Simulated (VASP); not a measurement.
A run of VASP 6.6.1 is set up as follows.

The input INCAR:

```
  PREC = Accurate
  ENCUT = 520
  EDIFF = 1E-7
  ISMEAR = -1
  SIGMA = 0.15
  LREAL = False
  LASPH = True
  NELM = 60
  ALGO = Normal
  ISIF = 2
  LWAVE = False
  LCHARG = False
  NBANDS = 14
```

Contents of KPOINTS:

```
regular mesh
0
Gamma
  16 16 14
```

File POSCAR:

```
AlNi
1.0
    2.0028655967     -2.0028644305      0.0000000000
    2.0028655967      2.0028644305      0.0000000000
    0.0000000000      0.0000000000      2.8351334336
Al Ni
1 1
Direct
    0.0000000000      0.0000000000      0.0000000000
    0.5000000000      0.5000000000      0.5000000000
```

Potentials or basis: VASP PAW LDA potentials, release 64 (Al, Ni).

Launch:

```sh
$ cat potpaw_LDA.64/Al/POTCAR potpaw_LDA.64/Ni/POTCAR > POTCAR
$ mpirun -np 1 vasp_std > vasp.out
```

Question: Estimate the pressure.

Answer: 0.3 GPa.

Spin polarisation is off, so any magnetic state and its effect on volume and gap are missing.
